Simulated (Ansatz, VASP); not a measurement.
# Na: VASP beside Ansatz

Contents of INCAR:

```
SYSTEM = Na
PREC = Accurate ; ENCUT = 520
EDIFF = 1E-6 ; ISMEAR = -1
SIGMA = 0.1 ; LREAL = .FALSE.
LASPH = .TRUE. ; NELM = 100
ALGO = Normal ; ISIF = 2
LWAVE = .FALSE. ; LCHARG = .FALSE.
NBANDS = 10
```

The input KPOINTS:

```
Automatic mesh
0
G
  12 12 12
  0 0 0
```

The input POSCAR:

```
Na
1.0
    0.0000000000      2.6568959411      2.6568959411
    2.6568959411      0.0000000000      2.6568959411
    2.6568959411      2.6568959411      0.0000000000
Na
1
Direct
    0.0000000000      0.0000000000      0.0000000000
```

Input for Ansatz:

```yaml
crystal:
  lattice:
    - [0.0, 2.6568959411, 2.6568959411]
    - [2.6568959411, 0.0, 2.6568959411]
    - [2.6568959411, 2.6568959411, 0.0]
  atoms:
    - { symbol: Na, position: [0.0, 0.0, 0.0] }
hamiltonian:
  xc: lda
  pseudopotentials:
    kind: paw
    azcp:
      Na: "pseudopotentials/Na.paw.azcp"
basis:
  ecutwfc: 420
  fft_grid_basis: typed
kpoints:
  mp_grid: { grid: [12, 12, 12], shift: [0, 0, 0] }
magnetization:
  spin_polarized: false
scf:
  occupations: { method: fermi_dirac, width: 0.1 }
  lower_state_search: "off"
output:
  stress: true
```

Alike in both runs: task single point; functional LDA; k mesh 12 × 12 × 12; occupations fermi-dirac, width 0.1 eV; no spin polarisation.

```csv
,VASP,Ansatz
version,VASP 6.6.1,Ansatz 0.2.0
potentials or method,"VASP PAW LDA potentials, release 64 (Na_pv), cutoff 520 eV","plane waves (420 eV) with PAW, scalar-relativistic"
valence electrons in the cell,7,9
```

Ansatz gave:

* pressure (GPa): -0.8

Problem. Which values does VASP return?

Solution. Pressure (GPa): -0.9.

Ansatz warns that its potentials were made for another functional, while VASP's fit it. LDA's correlation is that of Perdew and Zunger in VASP and of Perdew and Wang (1992) in Ansatz. VASP's potentials hold 7 valence electrons a cell and Ansatz's 9, so a difference there can come from the potentials and not from the codes.
